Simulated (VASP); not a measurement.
# BAs (F-43m) in VASP: a series of runs

The runs below take BAs through single point, with PBE.

Program: VASP 6.6.1. These are calculated values, not measurements. Logs are shortened: lines on timing, memory, paths and dates and some standing lists are left out, and cuts for length are marked.

### Step 1. The cell of the first run

The structure is cubic, space group F-43m (No. 216). The conventional cell has a = 4.622 Å, b = 4.622 Å, c = 4.622 Å, α = 90.00°, β = 90.00°, γ = 90.00°. B (site symmetry -43m) has 4 As at 2.00 Å within 2.7 Å. As (site symmetry -43m) has 4 B at 2.00 Å within 2.7 Å.

### Step 2. Single point, PBE

The input, INCAR:

```
SYSTEM = BAs
PREC = Accurate ; ENCUT = 560
EDIFF = 1E-6 ; ISMEAR = 0
SIGMA = 0.01 ; LREAL = .False.
LASPH = .True. ; NELM = 120
ALGO = Normal ; ISIF = 2
LWAVE = .False. ; LCHARG = .False.
GGA = PE ; NBANDS = 16
GGA_COMPAT = .False.
```

The input, KPOINTS:

```
regular mesh
0
Gamma
  8 8 8
  0 0 0
```

The input, POSCAR:

```
BAs
1.0
    0.0000000000      2.3109415959      2.3109415959
    2.3109415959      0.0000000000      2.3109415959
    2.3109415959      2.3109415959      0.0000000000
B As
1 1
Direct
    0.0000000000      0.0000000000      0.0000000000
    0.7500000000      0.7500000000      0.7500000000
```

Potentials or basis: VASP PAW PBE potentials, release 64 (B, As_d).

Started as:

```sh
$ cat potpaw_PBE.64/B/POTCAR potpaw_PBE.64/As_d/POTCAR > POTCAR
$ mpirun -np 1 vasp_std > vasp.out
```

OUTCAR:

```text
SYSTEM = BAs
   PREC = Accurate
   ENCUT = 560
   EDIFF = 1E-6
   ISMEAR = 0
   LREAL = .False.
   LASPH = .True.
   NELM = 120
   ISIF = 2
   GGA = PE

 ion  position               nearest neighbor table
   1  0.000  0.000  0.000-   2 2.00   2 2.00   2 2.00   2 2.00
   2  0.750  0.750  0.750-   1 2.00   1 2.00   1 2.00   1 2.00

  LATTYP: Found a face centered cubic cell.
 ALAT       =     4.6218831918

  Lattice vectors:

 A1 = (   0.0000000000,   2.3109415959,   2.3109415959)
 A2 = (   2.3109415959,   0.0000000000,   2.3109415959)
 A3 = (   2.3109415959,   2.3109415959,   0.0000000000)

Analysis of symmetry for initial positions (statically):
=====================================================================
 Subroutine PRICEL returns:
 Original cell was already a primitive cell.

 Routine SETGRP: Setting up the symmetry group for a
 face centered cubic supercell.

 Subroutine GETGRP returns: Found 24 space group operations
 (whereof 24 operations were pure point group operations)
 out of a pool of 48 trial point group operations.

The static configuration has the point symmetry T_d .

Analysis of symmetry for dynamics (positions and initial velocities):
=====================================================================
 Subroutine PRICEL returns:
 Original cell was already a primitive cell.

 Routine SETGRP: Setting up the symmetry group for a
 face centered cubic supercell.

 Subroutine GETGRP returns: Found 24 space group operations
 (whereof 24 operations were pure point group operations)
 out of a pool of 48 trial point group operations.

The dynamic configuration has the point symmetry T_d .

 Subroutine INISYM returns: Found 24 space group operations
 (whereof 24 operations are pure point group operations),
 and found     1 'primitive' translations

----------------------------------------------------------------------------------------

                                     Primitive cell

  volume of cell :      24.6829

  direct lattice vectors                    reciprocal lattice vectors
     0.000000000  2.310941596  2.310941596    -0.216362024  0.216362024  0.216362024
     2.310941596  0.000000000  2.310941596     0.216362024 -0.216362024  0.216362024
     2.310941596  2.310941596  0.000000000     0.216362024  0.216362024 -0.216362024

  length of vectors
     3.268164947  3.268164947  3.268164947     0.374750018  0.374750018  0.374750018

  position of ions in fractional coordinates (direct lattice)
     0.000000000  0.000000000  0.000000000
     0.750000000  0.750000000  0.750000000

  ion indices of the primitive-cell ions
   primitive index   ion index
                 1           1
                 2           2

----------------------------------------------------------------------------------------

 KPOINTS: regular mesh

Automatic generation of k-mesh.
 Grid dimensions read from file:
 generate k-points for:    8    8    8

 Generating k-lattice:

  Cartesian coordinates                     Fractional coordinates (reciprocal lattice)
    -0.027045253  0.027045253  0.027045253     0.125000000  0.000000000  0.000000000
     0.027045253 -0.027045253  0.027045253     0.000000000  0.125000000  0.000000000
     0.027045253  0.027045253 -0.027045253     0.000000000  0.000000000  0.125000000

  Length of vectors
     0.046843752  0.046843752  0.046843752

  Shift w.r.t. Gamma in fractional coordinates (k-lattice)
     0.000000000  0.000000000  0.000000000

 Subroutine IBZKPT returns following result:
 ===========================================

 Found     29 irreducible k-points:

 Following reciprocal coordinates:
            Coordinates               Weight
  0.000000  0.000000  0.000000      1.000000
  0.125000  0.000000  0.000000      8.000000
  0.250000  0.000000  0.000000      8.000000
  0.375000  0.000000  0.000000      8.000000
  0.500000  0.000000  0.000000      4.000000
  0.125000  0.125000  0.000000      6.000000
[... 16 lines left out ...]
  0.500000  0.250000  0.125000     48.000000
 -0.375000  0.250000  0.125000     24.000000
 [... further k-points ...]
   k-points           NKPTS =     29   k-points in BZ     NKDIM =     29   number of bands    NBANDS=     16
   number of dos      NEDOS =    301   number of ions     NIONS =      2
   total plane-waves  NPLWV =  21952
   dimension x,y,z NGX =    28 NGY =   28 NGZ =   28
   dimension x,y,z NGXF=    56 NGYF=   56 NGZF=   56
   ions per type =               1   1
   NGX,Y,Z   is equivalent  to a cutoff of  14.24, 14.24, 14.24 a.u.
   NGXF,Y,Z  is equivalent  to a cutoff of  28.49, 28.49, 28.49 a.u.
 SYSTEM =  BAs
   PREC   = accura    normal or accurate (medium, high low for compatibility)
   ISTART =      0    job   : 0-new  1-cont  2-samecut
   ICHARG =      2    charge: 1-file 2-atom 10-const
   ISPIN  =      1    spin polarized calculation?
   LNONCOLLINEAR =      F non collinear calculations
   LSORBIT =      F    spin-orbit coupling
   LASPH  =      T    aspherical Exc in radial PAW
   ENCUT  =  560.0 eV  41.16 Ry    6.42 a.u.   6.31  6.31  6.31*2*pi/ulx,y,z
   NELM   =    120;   NELMIN=  2; NELMDL= -5     # of ELM steps
   EDIFF  = 0.1E-05   stopping-criterion for ELM
   LREAL  =      F    real-space projection
   EDIFFG = 0.1E-04   stopping-criterion for IOM
   NSW    =      0    number of steps for IOM
   IBRION =     -1    ionic relax: 0-MD 1-quasi-New 2-CG
   NFREE  =      0    steps in history (QN), initial steepest desc. (CG)
   ISIF   =      2    stress and relaxation
   ISYM   =      2    0-nonsym 1-usesym 2-fastsym
   POTIM  = 0.5000    time-step for ionic-motion
   TEBEG  =    0.0;   TEEND  =   0.0 temperature during run
   PSTRESS=    0.0 pullay stress
   NELECT =      18.0000    total number of electrons
   NUPDOWN=      -1.0000    fix difference up-down
   EMIN   =  10.00;   EMAX   =-10.00  energy-range for DOS
   EFERMI =   0.00;   METHOD = LEGACY
   ISMEAR =     0;   SIGMA  =   0.01  broadening in eV -4-tet -1-fermi 0-gaus
   EFERMI_NEDOS =   21; number of points for ismear=-14 and -15
   IALGO  =     38    algorithm
   IMIX   =      4    mixing-type and parameters
     AMIX     =   0.40;   BMIX     =  1.00
     AMIX_MAG =   1.60;   BMIX_MAG =  1.00
  volume/ion in A,a.u.               =      12.34        83.28
  Fermi-wavevector in a.u.,A,eV,Ry     =   1.473556  2.784617 29.543253  2.171368
  Thomas-Fermi vector in A             =   2.588435
   LORBIT       =      0    0 simple, 1 ext, 2 COOP (PROOUT), +10 PAW based schemes
   GGA     = PE    functional components
   LHFCALC =     F    Hartree Fock is set to
   AEXX    =    0.0000 exact exchange contribution
   IVDW    =     0    specifies the selected vdW correction
   LEPSILON=     F    determine dielectric tensor
   LRPA    =     F    only Hartree local field effects (RPA)
 non-spin polarized calculation
 Gauss-broadening in eV      SIGMA  =   0.01
  energy-cutoff  :      560.00
  volume of cell :       24.68
 maximum number of plane-waves:       754
 NGX is ok and might be reduce to    28
   NGX = 13   NGY = 13   NGZ = 13

 number of electron      17.9999999 magnetization

 Free energy of the ion-electron system (eV)
  ---------------------------------------------------
  ext. energy  EPLUGINS =         0.00000000
  ---------------------------------------------------
  free energy    TOTEN  =       -11.26839125 eV

  energy without entropy =      -11.26839125  energy(sigma->0) =      -11.26839125

 E-fermi :   5.8827     XC(G=0): -11.6259

 val. band max:        5.7997083442   @ k =   0.0000   0.0000   0.0000
 cond. band min:       6.9004975745   @ k =   0.3750   0.3750   0.0000
 fundamental gap:      1.1007892304
 Fermi energy:         5.8827156703

 k-point     1 :       0.0000    0.0000    0.0000
  band No.  band energies     occupation
      1     -30.1156      2.00000
      2     -30.1156      2.00000
      3     -30.1156      2.00000
      4     -30.0819      2.00000
      5     -30.0819      2.00000
      6     -10.5436      2.00000
[... 8 lines left out ...]
     15      19.4417      0.00000
     16      19.4417      0.00000

 k-point     2 :       0.1250    0.0000    0.0000
  band No.  band energies     occupation
      1     -30.1149      2.00000
      2     -30.1139      2.00000
      3     -30.1139      2.00000
      4     -30.0818      2.00000
      5     -30.0818      2.00000
      6     -10.2637      2.00000
[... 8 lines left out ...]
     15      17.8368      0.00000
     16      17.8368      0.00000

 k-point     3 :       0.2500    0.0000    0.0000
  band No.  band energies     occupation
      1     -30.1132      2.00000
      2     -30.1103      2.00000
      3     -30.1103      2.00000
      4     -30.0810      2.00000
      5     -30.0810      2.00000
      6      -9.4437      2.00000
[... 8 lines left out ...]
     15      17.4356      0.00000
     16      17.6930      0.00000

 k-point     4 :       0.3750    0.0000    0.0000
  band No.  band energies     occupation
      1     -30.1115      2.00000
      2     -30.1076      2.00000
      3     -30.1076      2.00000
      4     -30.0792      2.00000
      5     -30.0792      2.00000
      6      -8.2010      2.00000
[... 8 lines left out ...]
     15      19.1319      0.00000
     16      19.1319      0.00000

 k-point     5 :       0.5000    0.0000    0.0000
  band No.  band energies     occupation
      1     -30.1108      2.00000
      2     -30.1069      2.00000
      3     -30.1069      2.00000
      4     -30.0782      2.00000
      5     -30.0782      2.00000
      6      -7.2964      2.00000
[... 8 lines left out ...]
     15      21.3002      0.00000
     16      21.3002      0.00000

 k-point     6 :       0.1250    0.1250    0.0000
  band No.  band energies     occupation
      1     -30.1167      2.00000
      2     -30.1122      2.00000
      3     -30.1122      2.00000
      4     -30.0832      2.00000
      5     -30.0806      2.00000
      6     -10.1700      2.00000
[... 8 lines left out ...]
     15      17.3880      0.00000
     16      19.8503      0.00000

 k-point     7 :       0.2500    0.1250    0.0000
  band No.  band energies     occupation
      1     -30.1163      2.00000
      2     -30.1086      2.00000
      3     -30.1083      2.00000
      4     -30.0839      2.00000
      5     -30.0793      2.00000
      6      -9.5276      2.00000
[... 8 lines left out ...]
     15      18.9399      0.00000
     16      19.3450      0.00000

 k-point     8 :       0.3750    0.1250    0.0000
  band No.  band energies     occupation
      1     -30.1138      2.00000
      2     -30.1061      2.00000
      3     -30.1053      2.00000
      4     -30.0828      2.00000
      5     -30.0779      2.00000
      6      -8.4051      2.00000
[... 8 lines left out ...]
     15      19.5449      0.00000
     16      20.4090      0.00000

 k-point     9 :       0.5000    0.1250    0.0000
  band No.  band energies     occupation
      1     -30.1110      2.00000
      2     -30.1059      2.00000
      3     -30.1043      2.00000
      4     -30.0804      2.00000
      5     -30.0777      2.00000
      6      -7.2102      2.00000
[... 8 lines left out ...]
     15      20.6392      0.00000
     16      21.3811      0.00000
[... 172 lines left out ...]
 k-point    19 :       0.5000    0.3750    0.0000
  band No.  band energies     occupation
      1     -30.1207      2.00000
      2     -30.0944      2.00000
      3     -30.0936      2.00000
      4     -30.0897      2.00000
      5     -30.0742      2.00000
      6      -6.2827      2.00000
[... 8 lines left out ...]
     15      22.8687      0.00000
     16      23.7688      0.00000

 k-point    20 :      -0.3750    0.3750    0.0000
  band No.  band energies     occupation
      1     -30.1160      2.00000
      2     -30.0975      2.00000
      3     -30.0951      2.00000
      4     -30.0870      2.00000
      5     -30.0765      2.00000
      6      -5.8560      2.00000
[... 8 lines left out ...]
     15      19.8957      0.00000
     16      24.0018      0.00000

 k-point    21 :       0.5000    0.5000    0.0000
  band No.  band energies     occupation
      1     -30.1231      2.00000
      2     -30.0918      2.00000
      3     -30.0918      2.00000
      4     -30.0915      2.00000
      5     -30.0730      2.00000
      6      -5.8279      2.00000
[... 8 lines left out ...]
     15      24.7749      0.00000
     16      24.7778      0.00000

 k-point    22 :       0.3750    0.2500    0.1250
  band No.  band energies     occupation
      1     -30.1158      2.00000
      2     -30.1055      2.00000
      3     -30.1041      2.00000
      4     -30.0847      2.00000
      5     -30.0779      2.00000
      6      -8.7251      2.00000
[... 8 lines left out ...]
     15      19.9029      0.00000
     16      21.0783      0.00000

 k-point    23 :       0.5000    0.2500    0.1250
  band No.  band energies     occupation
      1     -30.1126      2.00000
      2     -30.1052      2.00000
      3     -30.1005      2.00000
      4     -30.0836      2.00000
      5     -30.0776      2.00000
      6      -7.5205      2.00000
[... 8 lines left out ...]
     15      20.0224      0.00000
     16      22.3079      0.00000

 k-point    24 :      -0.3750    0.2500    0.1250
  band No.  band energies     occupation
      1     -30.1101      2.00000
      2     -30.1062      2.00000
      3     -30.0993      2.00000
      4     -30.0822      2.00000
      5     -30.0782      2.00000
      6      -6.6609      2.00000
[... 8 lines left out ...]
     15      20.8394      0.00000
     16      21.8669      0.00000

 [... further k-points ...]

------------------------ aborting loop because EDIFF is reached ----------------------------------------

  FORCE on cell =-STRESS in cart. coord.  units (eV):
  Direction    XX          YY          ZZ          XY          YZ          ZX
  --------------------------------------------------------------------------------------
  -------------------------------------------------------------------------------------
  Total        3.0334294      3.0334294      3.0334294     -0.0000000     -0.0000000      0.0000000
  in kB      196.9008398    196.9008398    196.9008398     -0.0000000     -0.0000000      0.0000000
  external PRESSURE =     196.9008398 kB  Pullay stress =       0.0000000 kB

 VOLUME and BASIS-vectors are now :
 -----------------------------------------------------------------------------
  energy-cutoff  :      560.00
  volume of cell :       24.68
      direct lattice vectors                 reciprocal lattice vectors
     0.000000000  2.310941596  2.310941596    -0.216362024  0.216362024  0.216362024
     2.310941596  0.000000000  2.310941596     0.216362024 -0.216362024  0.216362024
     2.310941596  2.310941596  0.000000000     0.216362024  0.216362024 -0.216362024

 POSITION                                       TOTAL-FORCE (eV/Angst)
 -----------------------------------------------------------------------------------
      0.00000      0.00000      0.00000         0.000000      0.000000      0.000000
      3.46641      3.46641      3.46641        -0.000000     -0.000000     -0.000000
 -----------------------------------------------------------------------------------
    total drift:                               -0.000000     -0.000000     -0.000001

  FREE ENERGIE OF THE ION-ELECTRON SYSTEM (eV)
  ---------------------------------------------------
  free  energy   TOTEN  =       -11.2683912499 eV

  energy  without entropy=      -11.2683912499  energy(sigma->0) =      -11.26839125
```

Wall time 11 s (1 thread of AMD EPYC 7R13 (Zen 3), shared host); peak memory 0.13 GiB.

What came out:

| Property | Result |
| --- | --- |
| Free energy | -11.2684 eV |
| Pressure | 19.7 GPa |
| Band gap on the k mesh | 1.10 eV (least direct gap 3.42 eV) |

Caveat: the cell stands under pressure.

### Step 3. Single point, PBE

This run uses another cell than the first one, of 13.01 Å³/atom.

The input, INCAR:

```
SYSTEM = BAs
PREC = Accurate ; ENCUT = 560
EDIFF = 1E-6 ; ISMEAR = 0
SIGMA = 0.01 ; LREAL = .FALSE.
LASPH = .TRUE. ; NELM = 120
ALGO = Normal ; ISIF = 2
LWAVE = .FALSE. ; LCHARG = .TRUE.
GGA = PE ; LELF = .TRUE.
LVHAR = .TRUE. ; NBANDS = 16
GGA_COMPAT = .FALSE.
```

The input, KPOINTS:

```
Automatic mesh
0
G
  8 8 8
  0 0 0
```

The input, POSCAR:

```
BAs
1.0
    0.0000000000      2.3521686272      2.3521686272
    2.3521686272      0.0000000000      2.3521686272
    2.3521686272      2.3521686272      0.0000000000
B As
1 1
Direct
    0.0000000000      0.0000000000      0.0000000000
    0.7500000000      0.7500000000      0.7500000000
```

Potentials or basis: VASP PAW PBE potentials, release 64 (B, As_d).

Started as:

```sh
$ cat potpaw_PBE.64/B/POTCAR potpaw_PBE.64/As_d/POTCAR > POTCAR
$ mpirun -np 1 vasp_std > vasp.out
```

It took 13 s on 1 thread of AMD EPYC 7R13 (Zen 3), shared host; peak memory 0.13 GiB.

The run converged. Its results:

- Free energy: -11.3915 eV
- Pressure: 9.7 GPa
- Band gap on the k mesh: 1.15 eV (least direct gap 3.34 eV)

Levels at points of the mesh, in eV from the valence-band top:
| k point | band 5 | band 6 | band 7 | band 8 | band 9 | band 10 | band 11 | band 12 | band 13 | band 14 |
| --- | --- | --- | --- | --- | --- | --- | --- | --- | --- | --- |
| (0.00, 0.00, 0.00) | -35.81 | -15.83 | 0.00 | 0.00 | 0.00 | 3.34 | 3.34 | 3.34 | 5.28 | 9.82 |
| (0.50, 0.00, 0.00) | -35.81 | -12.79 | -9.12 | -1.90 | -1.90 | 2.97 | 4.85 | 4.85 | 8.98 | 13.08 |
| (0.50, 0.50, 0.00) | -35.80 | -11.40 | -8.78 | -4.27 | -4.27 | 1.38 | 1.41 | 11.86 | 11.86 | 13.31 |

Caveat: the cell stands under pressure. A k mesh can miss the band edges.
